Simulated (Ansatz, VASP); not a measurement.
# One calculation of Mg6F, two programs

```
Mg F
1.0
     3.20344    0.00000    0.00000
    -1.60172    7.81532    0.00000
     0.00000    0.00000   20.98511
Mg F
6 1
Direct
  0.84939 0.69878 0.19061
  0.52100 0.04200 0.21976
  0.19261 0.38523 0.24891
  0.37107 0.74148 0.32830
  0.04262 0.08345 0.35424
  0.71282 0.42511 0.38051
  0.71282 0.30011 0.55826
```

Alike in both runs: task single point; functional PBE; k mesh 9 × 4 × 1; occupations gaussian, width 0.1 eV; no spin polarisation.

|  | VASP | Ansatz |
| --- | --- | --- |
| version | VASP 6.6.1 | Ansatz 0.2.0 |
| potentials or method | VASP PAW PBE potentials, release 64 (Mg, F), cutoff 520 eV | scalar-relativistic, plane waves, PAW |
| valence electrons in the cell | 19 | 67 |

|  | VASP | Ansatz | Ansatz less VASP |
| --- | --- | --- | --- |
| gap on the k mesh at the Fermi level (eV) | none | none | - |
| rms of the force components (eV/Å) | 0.198 | 0.199 | +0.0012 |

Atom by atom the forces differ by 0.003 eV/Å (rms over components). A gap of «none» marks a metal or a gap that the smearing closes. The functional is the same, so the differences come from potentials, cutoffs and numerics. VASP's potentials hold 19 valence electrons a cell and Ansatz's 67, so a difference there can come from the potentials and not from the codes.
